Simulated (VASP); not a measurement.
A run of VASP 6.6.1:

File INCAR:

```
SYSTEM = AlNi3
  ALGO = Normal
  EDIFF = 1E-6
  ENCUT = 690
  GGA = PE
  GGA_COMPAT = .FALSE.
  ISIF = 2
  ISMEAR = -1
  ISPIN = 2
  LASPH = .TRUE.
  LCHARG = .FALSE.
  LMAXMIX = 4
  LORBIT = 11
  LREAL = .FALSE.
  LWAVE = .FALSE.
  MAGMOM = 0.266667 0.266667 0.266667 0
  NBANDS = 40
  NELM = 200
  NUPDOWN = 0.8
  PREC = Accurate
  SIGMA = 0.05
```

The input KPOINTS:

```
k-points
0
G
  6 6 6
  0 0 0
```

The input POSCAR:

```
AlNi3
1.0
    3.5230547267      0.0000000000      0.0000000000
    0.0000000000      3.5230547267      0.0000000000
    0.0000000000      0.0000000000      3.5230547267
Ni Al
3 1
Direct
    0.5000000000      0.5000000000      0.0000000000
    0.5000000000      0.0000000000      0.5000000000
    0.0000000000      0.5000000000      0.5000000000
    0.0000000000      0.0000000000      0.0000000000
```

Potentials or basis: VASP PAW PBE potentials, release 64 (Ni_sv_GW, Al).

Launch:

```console
$ cat potpaw_PBE.64/Ni_sv_GW/POTCAR potpaw_PBE.64/Al/POTCAR > POTCAR
$ mpirun -np 1 vasp_std > vasp.out
```

Hardware: 1 thread of AMD EPYC 7R43 64-Core Processor (Zen 3) (shared host).

Question: Estimate the wall time of this run.

Answer: It took 2.3 min on 1 thread of AMD EPYC 7R43 64-Core Processor (Zen 3) (shared host), peak memory 0.22 GiB. Counts: scf iterations 15, k points 20.
